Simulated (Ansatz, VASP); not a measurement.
SrO: VASP beside Ansatz

INCAR

```
SYSTEM = SrO
PREC = Accurate
ENCUT = 600
EDIFF = 1E-6
ISMEAR = -1
SIGMA = 0.02
LREAL = .False.
LASPH = .True.
NELM = 120
ALGO = Normal
ISIF = 2
LWAVE = .False.
LCHARG = .True.
GGA = PE
LELF = .True.
LVHAR = .True.
NBANDS = 15
GGA_COMPAT = .False.
```

File KPOINTS:

```
regular mesh
0
Gamma
  8 8 8
  0 0 0
```

POSCAR

```
SrO
1.0
    0.0000000000      2.5482040210      2.5482040210
    2.5482040210      0.0000000000      2.5482040210
    2.5482040210      2.5482040210      0.0000000000
Sr O
1 1
Direct
    0.0000000000      0.0000000000      0.0000000000
    0.5000000000      0.5000000000      0.5000000000
```

Input for Ansatz:

```yaml
crystal:
  lattice:
    - [0.0, 2.548204021, 2.548204021]
    - [2.548204021, 0.0, 2.548204021]
    - [2.548204021, 2.548204021, 0.0]
  atoms:
    - { symbol: Sr, position: [0.0, 0.0, 0.0] }
    - { symbol: O, position: [0.5, 0.5, 0.5] }
kpoints:
  mp_grid: { grid: [8, 8, 8] }
scf:
  occupations: { method: fermi_dirac, width: 0.02 }
hamiltonian:
  xc: pbe
  pseudopotentials: { kind: all_electron, lapw: { basis_error: 0.00025 } }
output:
  forces: true
  stress: true
  eigenvalues: true
```

Change from the starting cell: volume scaled by 0.975.

Alike in both runs: task single point; functional PBE; k mesh 8 × 8 × 8; occupations fermi-dirac, width 0.02 eV; no spin polarisation.

```csv
,VASP,Ansatz
version,VASP 6.6.1,Ansatz 0.2.0
potentials or method,"VASP PAW PBE potentials, release 64 (Sr_sv, O), cutoff 600 eV","all-electron LAPW, scalar-relativistic"
```

```csv
,VASP,Ansatz,Ansatz less VASP
gap on the k mesh at the Fermi level (eV),3.25,3.30,+0.049
pressure (GPa),6.1,5.5,-0.57
```

Ansatz ran all-electron here, and VASP with PAW potentials.
